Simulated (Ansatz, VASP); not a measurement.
## One calculation of Hf, two programs

```
Hf
1.0
    -1.73053    1.73053    1.73053
     1.73053   -1.73053    1.73053
     1.73053    1.73053   -1.73053
Hf
1
Direct
  0.00000 0.00000 0.00000
```

Alike in both runs: task single point; functional r2SCAN; k mesh 8 × 8 × 8; occupations gaussian, width 0.1 eV; no spin polarisation.

```csv
,VASP,Ansatz
version,VASP 6.6.1,Ansatz 0.2.0
potentials or method,"VASP PAW PBE potentials, release 64 (Hf_pv), cutoff 550 eV","scalar-relativistic, plane waves, PAW"
valence electrons in the cell,10,26
```

```csv
,VASP,Ansatz,Ansatz less VASP
gap on the k mesh at the Fermi level (eV),none,none,-
pressure (GPa),7.0,7.4,+0.47
```

VASP's potentials were made for PBE, not for r2SCAN. A gap of «none» marks a metal or a gap that the smearing closes. The functional is the same, so the differences come from potentials, cutoffs and numerics. VASP's potentials hold 10 valence electrons a cell and Ansatz's 26, so a difference there can come from the potentials and not from the codes.

Spin-orbit coupling is off throughout.
